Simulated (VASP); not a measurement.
# Ag (Im-3m) in VASP: further runs

Runs on Ag. Level: PBEsol. Tasks: single point, relaxation of cell and atoms.

Everything below comes from runs of VASP 6.6.1. Logs are shortened: lines on timing, memory, paths and dates and some standing lists are left out, and cuts for length are marked.

## Step 1: The cell of the first run

It takes space group Im-3m (No. 229, cubic). Conventional cell: a = 3.151 Å, b = 3.151 Å, c = 3.151 Å, α = 90.00°, β = 90.00°, γ = 90.00°. Within 3.6 Å of Ag (site symmetry m-3m) lie 14 Ag at 2.73 to 3.15 Å.

## Step 2: Single point, PBEsol

INCAR

```
  PREC = Accurate
  ENCUT = 520
  EDIFF = 1E-6
  ISMEAR = -1
  SIGMA = 0.05
  LREAL = False
  LASPH = True
  NELM = 60
  ALGO = Normal
  ISIF = 2
  LWAVE = False
  LCHARG = False
  GGA = PS
  NBANDS = 12
```

KPOINTS

```
Automatic mesh
0
Gamma
  11 11 11
```

POSCAR

```
Ag
1.0
   -1.5753500856      1.5753500856      1.5753500856
    1.5753500856     -1.5753500856      1.5753500856
    1.5753500856      1.5753500856     -1.5753500856
Ag
1
Direct
    0.0000000000      0.0000000000      0.0000000000
```

Potentials or basis: VASP PAW PBE potentials, release 64 (Ag).

Started as:

```
$ cat potpaw_PBE.64/Ag/POTCAR > POTCAR
$ mpirun -np 1 vasp_std > vasp.out
```

OUTCAR:

```text
PREC = Accurate
   ENCUT = 520
   EDIFF = 1E-6
   ISMEAR = -1
   LREAL = False
   LASPH = True
   NELM = 60
   ISIF = 2
   GGA = PS

 ion  position               nearest neighbor table
   1  0.000  0.000  0.000-

  LATTYP: Found a body centered cubic cell.
 ALAT       =     3.1507001712

  Lattice vectors:

 A1 = (  -1.5753500856,   1.5753500856,   1.5753500856)
 A2 = (   1.5753500856,  -1.5753500856,   1.5753500856)
 A3 = (   1.5753500856,   1.5753500856,  -1.5753500856)

Analysis of symmetry for initial positions (statically):
=====================================================================
 Subroutine PRICEL returns:
 Original cell was already a primitive cell.

 Routine SETGRP: Setting up the symmetry group for a
 body centered cubic supercell.

 Subroutine GETGRP returns: Found 48 space group operations
[... 9 lines left out ...]

 Routine SETGRP: Setting up the symmetry group for a
 body centered cubic supercell.

 Subroutine GETGRP returns: Found 48 space group operations
[... 11 lines left out ...]
                                     Primitive cell

  volume of cell :      15.6384

  direct lattice vectors                    reciprocal lattice vectors
    -1.575350086  1.575350086  1.575350086     0.000000000  0.317389769  0.317389769
     1.575350086 -1.575350086  1.575350086     0.317389769  0.000000000  0.317389769
     1.575350086  1.575350086 -1.575350086     0.317389769  0.317389769  0.000000000

  length of vectors
     2.728586388  2.728586388  2.728586388     0.448856916  0.448856916  0.448856916

  position of ions in fractional coordinates (direct lattice)
     0.000000000  0.000000000  0.000000000

  ion indices of the primitive-cell ions
   primitive index   ion index
                 1           1

----------------------------------------------------------------------------------------

 KPOINTS: Automatic mesh

Automatic generation of k-mesh.
 Grid dimensions read from file:
 generate k-points for:   11   11   11

 Generating k-lattice:

  Cartesian coordinates                     Fractional coordinates (reciprocal lattice)
     0.000000000  0.028853615  0.028853615     0.090909091  0.000000000  0.000000000
     0.028853615  0.000000000  0.028853615     0.000000000  0.090909091  0.000000000
     0.028853615  0.028853615  0.000000000     0.000000000  0.000000000  0.090909091

  Length of vectors
[... 51 lines left out ...]
   LSORBIT =      F    spin-orbit coupling
   LASPH  =      T    aspherical Exc in radial PAW
   ENCUT  =  520.0 eV  38.22 Ry    6.18 a.u.   5.07  5.07  5.07*2*pi/ulx,y,z
   NELM   =     60;   NELMIN=  2; NELMDL= -5     # of ELM steps
   EDIFF  = 0.1E-05   stopping-criterion for ELM
   LREAL  =      F    real-space projection
   EDIFFG = 0.1E-04   stopping-criterion for IOM
   NSW    =      0    number of steps for IOM
   IBRION =     -1    ionic relax: 0-MD 1-quasi-New 2-CG
   NFREE  =      0    steps in history (QN), initial steepest desc. (CG)
   ISIF   =      2    stress and relaxation
   ISYM   =      2    0-nonsym 1-usesym 2-fastsym
   POTIM  = 0.5000    time-step for ionic-motion
   TEBEG  =    0.0;   TEEND  =   0.0 temperature during run
   PSTRESS=    0.0 pullay stress
   NELECT =      11.0000    total number of electrons
   NUPDOWN=      -1.0000    fix difference up-down
   EMIN   =  10.00;   EMAX   =-10.00  energy-range for DOS
   EFERMI =   0.00;   METHOD = LEGACY
   ISMEAR =    -1;   SIGMA  =   0.05  broadening in eV -4-tet -1-fermi 0-gaus
   EFERMI_NEDOS =   21; number of points for ismear=-14 and -15
   IALGO  =     38    algorithm
   IMIX   =      4    mixing-type and parameters
     AMIX     =   0.40;   BMIX     =  1.00
     AMIX_MAG =   1.60;   BMIX_MAG =  1.00
  volume/ion in A,a.u.               =      15.64       105.53
  Fermi-wavevector in a.u.,A,eV,Ry     =   1.455935  2.751318 28.840904  2.119747
  Thomas-Fermi vector in A             =   2.572912
   LORBIT       =      0    0 simple, 1 ext, 2 COOP (PROOUT), +10 PAW based schemes
   GGA     = PS    functional components
   LHFCALC =     F    Hartree Fock is set to
   AEXX    =    0.0000 exact exchange contribution
   IVDW    =     0    specifies the selected vdW correction
   LEPSILON=     F    determine dielectric tensor
   LRPA    =     F    only Hartree local field effects (RPA)
 non-spin polarized calculation
  energy-cutoff  :      520.00
  volume of cell :       15.64
 maximum number of plane-waves:       429
   NGX = 11   NGY = 11   NGZ = 11

 number of electron      11.0000007 magnetization

 Free energy of the ion-electron system (eV)
  ---------------------------------------------------
  ext. energy  EPLUGINS =         0.00000000
  ---------------------------------------------------
  free energy    TOTEN  =        -3.24940074 eV

  energy without entropy =       -3.24449715  energy(sigma->0) =       -3.24694895

 E-fermi :   9.4749     XC(G=0): -12.9351

 val. band max:        9.4536622258   @ k =  -0.3636   0.4545   0.0909
 cond. band min:       9.4848730034   @ k =  -0.2727   0.4545   0.0909
 fundamental gap:      0.0312107776
 Fermi energy:         9.4748570767

 k-point     1 :       0.0000    0.0000    0.0000
  band No.  band energies     occupation
      1       1.0074      2.00000
      2       4.2591      2.00000
      3       4.2591      2.00000
      4       4.2591      2.00000
      5       5.8135      2.00000
      6       5.8135      2.00000
      7      27.7245      0.00000
      8      27.7245      0.00000
      9      27.7245      0.00000
     10      34.9342      0.00000
     11      34.9342      0.00000
     12      35.5092      0.00000
[... 331 lines left out ...]
 k-point    24 :       0.3636    0.1818    0.0909
  band No.  band energies     occupation
      1       3.1796      2.00000
      2       3.5217      2.00000
      3       5.0053      2.00000
      4       5.8766      2.00000
      5       6.0180      2.00000
      6      12.4118      0.00000
      7      14.4495      0.00000
      8      18.9084      0.00000
      9      21.5245      0.00000
     10      32.8682      0.00000
     11      35.3741      0.00000
     12      37.5254      0.00000

 [... further k-points ...]
[... 5 lines left out ...]
  --------------------------------------------------------------------------------------
  -------------------------------------------------------------------------------------
  Total        0.9401064      0.9401064      0.9401064      0.0000000      0.0000000      0.0000000
  in kB       96.3155407     96.3155407     96.3155407      0.0000000      0.0000000      0.0000000
  external PRESSURE =      96.3155407 kB  Pullay stress =       0.0000000 kB

 VOLUME and BASIS-vectors are now :
 -----------------------------------------------------------------------------
  energy-cutoff  :      520.00
  volume of cell :       15.64
      direct lattice vectors                 reciprocal lattice vectors
    -1.575350086  1.575350086  1.575350086     0.000000000  0.317389769  0.317389769
     1.575350086 -1.575350086  1.575350086     0.317389769  0.000000000  0.317389769
     1.575350086  1.575350086 -1.575350086     0.317389769  0.317389769  0.000000000

 POSITION                                       TOTAL-FORCE (eV/Angst)
 -----------------------------------------------------------------------------------
      0.00000      0.00000      0.00000         0.000000      0.000000     -0.000000
 -----------------------------------------------------------------------------------
    total drift:                                0.000000     -0.000000      0.000000

  FREE ENERGIE OF THE ION-ELECTRON SYSTEM (eV)
  ---------------------------------------------------
  free  energy   TOTEN  =        -3.2494007415 eV

  energy  without entropy=       -3.2444971525  energy(sigma->0) =       -3.24694895
```

stdout:

```text
POSCAR found type information on POSCAR Ag
 POSCAR found :  1 types and       1 ions
 scaLAPACK will be used
 -----------------------------------------------------------------------------
|                                                                             |
|                                                                             |
|     You enforced a specific xc type in the INCAR file but a different       |
|     I HOPE YOU KNOW WHAT YOU ARE DOING!                                     |
|                                                                             |
 -----------------------------------------------------------------------------

 LDA part: xc-table for (Slater+PW92), standard interpolation
 POSCAR, INCAR and KPOINTS ok, starting setup
 FFT: planning ... GRIDC
 FFT: planning ... GRID_SOFT
 FFT: planning ... GRID
 WAVECAR not read
 entering main loop
```

Wall time 13 s (1 thread of Intel Xeon 6975P-C, shared host); peak memory 0.13 GiB.

What came out:

| Quantity | Value |
| --- | --- |
| Free energy | -3.2494 eV |
| Pressure | 9.6 GPa |

Caveat: the PAW data sets were made with another functional, which shifts forces and pressure a little.

## Step 3: Single point, PBEsol

This run uses another cell than the first one, of 16.79 Å³/atom, 1.073 times its volume.

INCAR

```
ALGO = Normal
EDIFF = 1E-6
ENCUT = 520
GGA = PS
ISIF = 2
ISMEAR = -1
LASPH = True
LCHARG = False
LREAL = False
LWAVE = False
NBANDS = 12
NELM = 60
PREC = Accurate
SIGMA = 0.05
```

KPOINTS

```
k-points
0
Gamma
  11 11 11
```

POSCAR

```
Ag
1.0
   -1.6130193751      1.6130193751      1.6130193751
    1.6130193751     -1.6130193751      1.6130193751
    1.6130193751      1.6130193751     -1.6130193751
Ag
1
Direct
    0.0000000000      0.0000000000      0.0000000000
```

Potentials or basis: VASP PAW PBE potentials, release 64 (Ag).

Started as:

```
$ cat potpaw_PBE.64/Ag/POTCAR > POTCAR
$ mpirun -np 1 vasp_std > vasp.out
```

Run time: 15 s. Hardware: 1 thread of Intel Xeon 6975P-C, shared host; peak memory 0.14 GiB.

It converged, with:

- Free energy: -3.2814 eV
- Pressure: -0.2 GPa

Levels at points of the mesh, in eV from the Fermi level:
```csv
k point,band 3,band 4,band 5,band 6,band 7,band 8,band 9,band 10
"(0.00, 0.00, 0.00)",-4.92,-4.92,-3.53,-3.53,18.03,18.03,18.03,24.57
```

Caveat: the PAW data sets were made with another functional, which shifts forces and pressure a little.

(Part 1 of 2 ends here.)
